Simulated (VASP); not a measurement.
# FeCoC4N4 (P-43m) in VASP: a series of runs

Runs on FeCoC4N4. Level: PBE. Tasks: single point.

Program: VASP 6.6.1. These are calculated values, not measurements. Logs are shortened: lines on timing, memory, paths and dates and some standing lists are left out, and cuts for length are marked.

## Step 1: The cell of the first run

The structure is cubic, space group P-43m (No. 215). Conventional cell: a = 5.818 Å, b = 5.818 Å, c = 5.818 Å, α = 90.00°, β = 90.00°, γ = 90.00°. Within 2.6 Å of Fe (site symmetry -43m) lie 4 N at 1.94 Å. Within 2.5 Å of Co (site symmetry -43m) lie 4 C at 1.92 Å. Within 1.6 Å of C (site symmetry 3m) lie 1 N at 1.17 Å. N (site symmetry 3m) has 1 C at 1.17 Å within 1.6 Å.

## Step 2: Single point, PBE, collinear spin, ferromagnetic start

INCAR

```
SYSTEM = FeCoC4N4
PREC = Accurate
ENCUT = 520
EDIFF = 1E-7
ISMEAR = 0
SIGMA = 0.1
LREAL = .False.
LASPH = .True.
NELM = 150
ALGO = Normal
ISIF = 2
LWAVE = .False.
LCHARG = .False.
ISPIN = 2
MAGMOM = 4 3 0 0 0 0 0 0 0 0
LORBIT = 11
LMAXMIX = 4
GGA = PE
NBANDS = 42
```

KPOINTS

```
Automatic mesh
0
Gamma
  4 4 4
  0 0 0
```

POSCAR

```
FeCoC4N4
1.0
    5.8180442788      0.0000000000      0.0000000000
    0.0000000000      5.8180442788      0.0000000000
    0.0000000000      0.0000000000      5.8180442788
Fe Co C N
1 1 4 4
Direct
    0.5000000000      0.5000000000      0.5000000000
    0.0000000000      0.0000000000      0.0000000000
    0.1904417256      0.1904417256      0.1904417256
    0.1904417256      0.8095582744      0.8095582744
    0.8095582744      0.1904417256      0.8095582744
    0.8095582744      0.8095582744      0.1904417256
    0.3069994587      0.3069994587      0.3069994587
    0.3069994587      0.6930005413      0.6930005413
    0.6930005413      0.3069994587      0.6930005413
    0.6930005413      0.6930005413      0.3069994587
```

Potentials or basis: VASP PAW PBE potentials, release 64 (Fe, Co, C, N).

Started as:

```console
$ cat potpaw_PBE.64/Fe/POTCAR potpaw_PBE.64/Co/POTCAR potpaw_PBE.64/C/POTCAR potpaw_PBE.64/N/POTCAR > POTCAR
$ mpirun -np 1 vasp_std > vasp.out
```

OUTCAR:

```text
SYSTEM = FeCoC4N4
   PREC = Accurate
   ENCUT = 520
   EDIFF = 1E-7
   ISMEAR = 0
   LREAL = .False.
   LASPH = .True.
   NELM = 150
   ISIF = 2
   ISPIN = 2
   LORBIT = 11
   GGA = PE

 ion  position               nearest neighbor table
   1  0.500  0.500  0.500-   7 1.94   8 1.94   9 1.94  10 1.94
   2  0.000  0.000  0.000-   3 1.92   4 1.92   5 1.92   6 1.92
   3  0.190  0.190  0.190-   7 1.17   2 1.92
   4  0.190  0.810  0.810-   8 1.17   2 1.92
   5  0.810  0.190  0.810-   9 1.17   2 1.92
   6  0.810  0.810  0.190-  10 1.17   2 1.92
   7  0.307  0.307  0.307-   3 1.17   1 1.94
   8  0.307  0.693  0.693-   4 1.17   1 1.94
   9  0.693  0.307  0.693-   5 1.17   1 1.94
  10  0.693  0.693  0.307-   6 1.17   1 1.94

  LATTYP: Found a simple cubic cell.
 ALAT       =     5.8180442788

  Lattice vectors:

 A1 = (   5.8180442788,   0.0000000000,   0.0000000000)
 A2 = (   0.0000000000,   5.8180442788,   0.0000000000)
 A3 = (   0.0000000000,   0.0000000000,   5.8180442788)

Analysis of symmetry for initial positions (statically):
=====================================================================
 Subroutine PRICEL returns:
 Original cell was already a primitive cell.

 Routine SETGRP: Setting up the symmetry group for a
 simple cubic supercell.

 Subroutine GETGRP returns: Found 24 space group operations
 (whereof 24 operations were pure point group operations)
 out of a pool of 48 trial point group operations.

The static configuration has the point symmetry T_d .

Analysis of symmetry for dynamics (positions and initial velocities):
=====================================================================
 Subroutine PRICEL returns:
 Original cell was already a primitive cell.

 Routine SETGRP: Setting up the symmetry group for a
 simple cubic supercell.

 Subroutine GETGRP returns: Found 24 space group operations
 (whereof 24 operations were pure point group operations)
 out of a pool of 48 trial point group operations.

The dynamic configuration has the point symmetry T_d .

Analysis of structural, dynamic, and magnetic symmetry:
=====================================================================
 Subroutine PRICEL returns:
 Original cell was already a primitive cell.

 Routine SETGRP: Setting up the symmetry group for a
 simple cubic supercell.

 Subroutine GETGRP returns: Found 24 space group operations
 (whereof 24 operations were pure point group operations)
 out of a pool of 48 trial point group operations.

The overall configuration has the point symmetry T_d .

 Subroutine INISYM returns: Found 24 space group operations
 (whereof 24 operations are pure point group operations),
 and found     1 'primitive' translations

----------------------------------------------------------------------------------------

                                     Primitive cell

  volume of cell :     196.9387

  direct lattice vectors                    reciprocal lattice vectors
     5.818044279  0.000000000  0.000000000     0.171879063  0.000000000  0.000000000
     0.000000000  5.818044279  0.000000000     0.000000000  0.171879063  0.000000000
     0.000000000  0.000000000  5.818044279     0.000000000  0.000000000  0.171879063

  length of vectors
     5.818044279  5.818044279  5.818044279     0.171879063  0.171879063  0.171879063

  position of ions in fractional coordinates (direct lattice)
     0.500000000  0.500000000  0.500000000
     0.000000000  0.000000000  0.000000000
     0.190441726  0.190441726  0.190441726
     0.190441726  0.809558274  0.809558274
     0.809558274  0.190441726  0.809558274
     0.809558274  0.809558274  0.190441726
     0.306999459  0.306999459  0.306999459
     0.306999459  0.693000541  0.693000541
     0.693000541  0.306999459  0.693000541
     0.693000541  0.693000541  0.306999459

  ion indices of the primitive-cell ions
   primitive index   ion index
                 1           1
                 2           2
                 3           3
                 4           4
                 5           5
                 6           6
                 7           7
                 8           8
                 9           9
                10          10

[... 48 lines left out ...]
   ISTART =      0    job   : 0-new  1-cont  2-samecut
   ICHARG =      2    charge: 1-file 2-atom 10-const
   ISPIN  =      2    spin polarized calculation?
   LNONCOLLINEAR =      F non collinear calculations
   LSORBIT =      F    spin-orbit coupling
   LASPH  =      T    aspherical Exc in radial PAW
   ENCUT  =  520.0 eV  38.22 Ry    6.18 a.u.  10.82 10.82 10.82*2*pi/ulx,y,z
   NELM   =    150;   NELMIN=  2; NELMDL= -5     # of ELM steps
   EDIFF  = 0.1E-06   stopping-criterion for ELM
   LREAL  =      F    real-space projection
   EDIFFG = 0.1E-05   stopping-criterion for IOM
   NSW    =      0    number of steps for IOM
   IBRION =     -1    ionic relax: 0-MD 1-quasi-New 2-CG
   NFREE  =      0    steps in history (QN), initial steepest desc. (CG)
   ISIF   =      2    stress and relaxation
   ISYM   =      2    0-nonsym 1-usesym 2-fastsym
   POTIM  = 0.5000    time-step for ionic-motion
   TEBEG  =    0.0;   TEEND  =   0.0 temperature during run
   PSTRESS=    0.0 pullay stress
   NELECT =      53.0000    total number of electrons
   NUPDOWN=      -1.0000    fix difference up-down
   EMIN   =  10.00;   EMAX   =-10.00  energy-range for DOS
   EFERMI =   0.00;   METHOD = LEGACY
   ISMEAR =     0;   SIGMA  =   0.10  broadening in eV -4-tet -1-fermi 0-gaus
   EFERMI_NEDOS =   21; number of points for ismear=-14 and -15
   IALGO  =     38    algorithm
   IMIX   =      4    mixing-type and parameters
     AMIX     =   0.40;   BMIX     =  1.00
     AMIX_MAG =   1.60;   BMIX_MAG =  1.00
  volume/ion in A,a.u.               =      19.69       132.90
  Fermi-wavevector in a.u.,A,eV,Ry     =   1.056955  1.997355 15.199797  1.117154
  Thomas-Fermi vector in A             =   2.192210
   LORBIT       =     11    0 simple, 1 ext, 2 COOP (PROOUT), +10 PAW based schemes
   GGA     = PE    functional components
   LHFCALC =     F    Hartree Fock is set to
   AEXX    =    0.0000 exact exchange contribution
   IVDW    =     0    specifies the selected vdW correction
   LEPSILON=     F    determine dielectric tensor
   LRPA    =     F    only Hartree local field effects (RPA)
 spin polarized calculation
 Gauss-broadening in eV      SIGMA  =   0.10
  energy-cutoff  :      520.00
  volume of cell :      196.94
 maximum number of plane-waves:      5400
 NGX is ok and might be reduce to    48
   NGX = 21   NGY = 21   NGZ = 21

 number of electron      53.0000009 magnetization       6.9998223

 Free energy of the ion-electron system (eV)
  ---------------------------------------------------
  ext. energy  EPLUGINS =         0.00000000
  ---------------------------------------------------
  free energy    TOTEN  =       -81.23567017 eV

  energy without entropy =      -81.20349218  energy(sigma->0) =      -81.21958118

 E-fermi :  -0.9086     XC(G=0):  -7.2741

 val. band max:       -0.9261359257   @ k =   0.2500   0.2500   0.0000
 cond. band min:      -0.9019240131   @ k =   0.5000   0.5000   0.2500
 fundamental gap:      0.0242119126
 Fermi energy:        -0.9085559330

 spin component 1

 k-point     1 :       0.0000    0.0000    0.0000
  band No.  band energies     occupation
      1     -18.7211      1.00000
      2     -18.5816      1.00000
      3     -18.5816      1.00000
      4     -18.5816      1.00000
      5      -9.3470      1.00000
      6      -8.4411      1.00000
[... 399 lines left out ...]
     37       4.4031      0.00000
     38       4.4031      0.00000
 Fermi energy:        -0.9085559330

 spin component 2

 k-point     1 :       0.0000    0.0000    0.0000
  band No.  band energies     occupation
      1     -18.5357      1.00000
      2     -18.3972      1.00000
      3     -18.3972      1.00000
      4     -18.3972      1.00000
      5      -9.0190      1.00000
      6      -7.9046      1.00000
[... 399 lines left out ...]
     37       4.6057      0.00000
     38       4.6057      0.00000
 [bands above 38 left out]

------------------------ aborting loop because EDIFF is reached ----------------------------------------

  FORCE on cell =-STRESS in cart. coord.  units (eV):
  Direction    XX          YY          ZZ          XY          YZ          ZX
  --------------------------------------------------------------------------------------
  -------------------------------------------------------------------------------------
  Total        0.3265113      0.3265113      0.3265113     -0.0000000      0.0000000     -0.0000000
  in kB        2.6563039      2.6563039      2.6563039     -0.0000000      0.0000000     -0.0000000
  external PRESSURE =       2.6563039 kB  Pullay stress =       0.0000000 kB

 VOLUME and BASIS-vectors are now :
 -----------------------------------------------------------------------------
  energy-cutoff  :      520.00
  volume of cell :      196.94
      direct lattice vectors                 reciprocal lattice vectors
     5.818044279  0.000000000  0.000000000     0.171879063  0.000000000  0.000000000
     0.000000000  5.818044279  0.000000000     0.000000000  0.171879063  0.000000000
     0.000000000  0.000000000  5.818044279     0.000000000  0.000000000  0.171879063

 POSITION                                       TOTAL-FORCE (eV/Angst)
 -----------------------------------------------------------------------------------
      2.90902      2.90902      2.90902        -0.000000     -0.000000      0.000000
      0.00000      0.00000      0.00000        -0.000000     -0.000000      0.000000
      1.10800      1.10800      1.10800        -0.183958     -0.183958     -0.183958
      1.10800      4.71005      4.71005        -0.183958      0.183958      0.183958
      4.71005      1.10800      4.71005         0.183958     -0.183958      0.183958
      4.71005      4.71005      1.10800         0.183958      0.183958     -0.183958
      1.78614      1.78614      1.78614         0.168322      0.168322      0.168322
      1.78614      4.03191      4.03191         0.168322     -0.168322     -0.168322
      4.03191      1.78614      4.03191        -0.168322      0.168322     -0.168322
      4.03191      4.03191      1.78614        -0.168322     -0.168322      0.168322
 -----------------------------------------------------------------------------------
    total drift:                               -0.000000     -0.000000     -0.000000

  FREE ENERGIE OF THE ION-ELECTRON SYSTEM (eV)
  ---------------------------------------------------
  free  energy   TOTEN  =       -81.2356701674 eV

  energy  without entropy=      -81.2034921827  energy(sigma->0) =      -81.21958118

 total charge

# of ion       s       p       d       tot
------------------------------------------
    1        0.386   0.554   5.987   6.927
    2        0.484   0.689   7.140   8.313
    3        0.961   1.610   0.000   2.571
    4        0.961   1.610   0.000   2.571
    5        0.961   1.610   0.000   2.571
    6        0.961   1.610   0.000   2.571
    7        1.298   2.604   0.000   3.902
    8        1.298   2.604   0.000   3.902
    9        1.298   2.604   0.000   3.902
   10        1.298   2.604   0.000   3.902
--------------------------------------------------
tot          9.908  18.097  13.127  41.132

 magnetization (x)

# of ion       s       p       d       tot
------------------------------------------
    1        0.017   0.085   3.495   3.597
    2        0.011   0.132   2.015   2.158
    3        0.018   0.050   0.000   0.068
    4        0.018   0.050   0.000   0.068
    5        0.018   0.050   0.000   0.068
    6        0.018   0.050   0.000   0.068
    7        0.013   0.067   0.000   0.080
    8        0.013   0.067   0.000   0.080
    9        0.013   0.067   0.000   0.080
   10        0.013   0.067   0.000   0.080
--------------------------------------------------
tot          0.151   0.685   5.509   6.345
```

Wall time 7.4 min (1 thread of Intel Xeon Platinum 8259CL at 2.50GHz (Skylake/Cascade Lake), shared host); peak memory 0.48 GiB.

Results:

```
Free energy                                           : -81.2357 eV
Pressure                                              : 0.3 GPa
Largest force                                         : 0.319 eV/Å
Band gap on the k mesh                                : zero (filled and empty bands overlap)
Net moment                                            : 7.00 μB per cell
Site moments                                          : Fe +3.60; Co +2.16; C +0.07; N +0.08 μB
Valence electrons inside the program's atomic spheres : Fe 6.93; Co 8.31; C 2.57; N 3.90
```

Forces in eV/Å, atoms in the order of the input:
```
Fe   0.000  0.000  0.000
Co   0.000  0.000  0.000
C   -0.184 -0.184 -0.184
C   -0.184  0.184  0.184
C    0.184 -0.184  0.184
C    0.184  0.184 -0.184
N    0.168  0.168  0.168
N    0.168 -0.168 -0.168
N   -0.168  0.168 -0.168
N   -0.168 -0.168  0.168
```

Caveat: only a ferromagnetic start was run, and an antiferromagnetic order may lie lower in energy.

[end of part 1 of 2]
